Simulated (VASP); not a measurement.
Input of a VASP 6.6.1 run:

The input INCAR:

```
PREC = Accurate ; ENCUT = 520
EDIFF = 1E-7 ; ISMEAR = 0
SIGMA = 0.1 ; LREAL = F
LASPH = T ; NELM = 80
ALGO = Normal ; ISIF = 2
LWAVE = F ; LCHARG = F
GGA = PE ; IVDW = 12
NBANDS = 36
```

File KPOINTS:

```
regular mesh
0
Gamma
  12 12 2
```

The input POSCAR:

```
Ge
1.0
    4.0280908177      0.0000000000      0.0000000000
   -2.0140454089      3.4884289769      0.0000000000
    0.0000000000      0.0000000000     19.6468165405
Ge
4
Direct
    0.0000000000      0.0000000000      0.5673313836
    0.0000000000      0.0000000000      0.4326686164
    0.3333333333      0.6666666667      0.3939777645
    0.6666666667      0.3333333333      0.6060222355
```

Potentials or basis: VASP PAW PBE potentials, release 64 (Ge_d).

Command:

```bash
$ cat potpaw_PBE.64/Ge_d/POTCAR > POTCAR
$ mpirun -np 1 vasp_std > vasp.out
```

Predict the dispersion energy per atom.

-0.215 eV.

What does it give for the largest force?

0.005 eV/Å.

What does it give for the band gap on the k mesh?

Zero (bands 28 and 29 overlap by 0.03 eV).

Forces on the atoms (eV/Å):
```
Ge   0.000  0.000 -0.001
Ge   0.000  0.000  0.001
Ge   0.000  0.000 -0.005
Ge   0.000  0.000  0.005
```

Caveat: there is no dipole correction, which matters where the two faces differ.
